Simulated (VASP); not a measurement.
Input of a VASP 6.6.1 run:

The input INCAR:

```
SYSTEM = Ga3Se
ALGO = Normal
EDIFF = 1E-7
ENCUT = 520
GGA = PE
ISIF = 2
ISMEAR = 0
IVDW = 12
LASPH = .True.
LCHARG = .False.
LREAL = .False.
LWAVE = .False.
NBANDS = 30
NELM = 60
PREC = Accurate
SIGMA = 0.15
```

The input KPOINTS:

```
k-points
0
Gamma
  12 12 12
  0 0 0
```

The input POSCAR:

```
Ga3Se
1.0
    4.4533186252      0.0000000000      0.0000000000
    0.0000000000      4.4533186252      0.0000000000
    0.0000000000      0.0000000000      4.2587561610
Ga Se
3 1
Direct
    0.0000000000      0.5000000000      0.5000000000
    0.5000000000      0.0000000000      0.5000000000
    0.5000000000      0.5000000000      0.0000000000
    0.0000000000      0.0000000000      0.0000000000
```

Potentials or basis: VASP PAW PBE potentials, release 64 (Ga_d, Se).

Command:

```console
$ cat potpaw_PBE.64/Ga_d/POTCAR potpaw_PBE.64/Se/POTCAR > POTCAR
$ mpirun -np 1 vasp_std > vasp.out
```

Question: Estimate the dispersion energy per atom.

Answer: -0.302 eV.

Question: Predict the pressure.

Answer: -1.7 GPa.

Question: What does it give for the band gap on the k mesh?

Answer: Zero (an odd number of electrons rules out a gap without spin polarisation).

Stress tensor (GPa, compression positive):
```
-1.77  0.00  0.00
 0.00 -1.77  0.00
 0.00  0.00 -1.59
```

Caveat: the cell differs from its parent crystal (strain +0.030 along x and y, -0.015 along z).
